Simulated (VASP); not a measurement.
Here is a VASP 6.6.1 calculation.

The input INCAR:

```
SYSTEM = Sn
PREC = Accurate
ENCUT = 520
EDIFF = 1E-8
ISMEAR = -1
SIGMA = 0.03
LREAL = .FALSE.
LASPH = .TRUE.
NELM = 60
ALGO = Normal
ISIF = 2
LWAVE = .FALSE.
LCHARG = .FALSE.
GGA = PE
LEFG = .TRUE.
NBANDS = 21
```

The input KPOINTS:

```
Automatic mesh
0
G
  9 9 9
  0 0 0
```

File POSCAR:

```
Sn
1.0
    0.0000000000      3.1806880000      3.2456000000
    3.1806880000      0.0000000000      3.2456000000
    3.1806880000      3.1806880000      0.0000000000
Sn
2
Direct
    0.5000000000      0.5000000000      0.5000000000
    0.7500000000      0.7500000000      0.7500000000
```

Potentials or basis: VASP PAW PBE potentials, release 64 (Sn_d).

The run is started by

```sh
$ cat potpaw_PBE.64/Sn_d/POTCAR > POTCAR
$ mpirun -np 1 vasp_std > vasp.out
```

Task: Estimate the pressure.

Result: 5.4 GPa.

Task: What does it give for the band gap on the k mesh?

Result: Zero (band 14 reaches 6.21 eV, above the bottom of band 15 at 6.16 eV).

Electric field gradients, principal values (V/Å²):
```
atom  least  middle  greatest (by size)
1 Sn  1.052   1.055              -2.107
2 Sn  1.052   1.055              -2.107
```

Caveat: the cell differs from its parent crystal (equal xx and yy strain of -2 %); without QUAD_EFG the Cq values of the log hold for a quadrupole moment of 1 mb, not for the nuclei; spin-orbit coupling is left out, which moves the levels of the heavy elements.
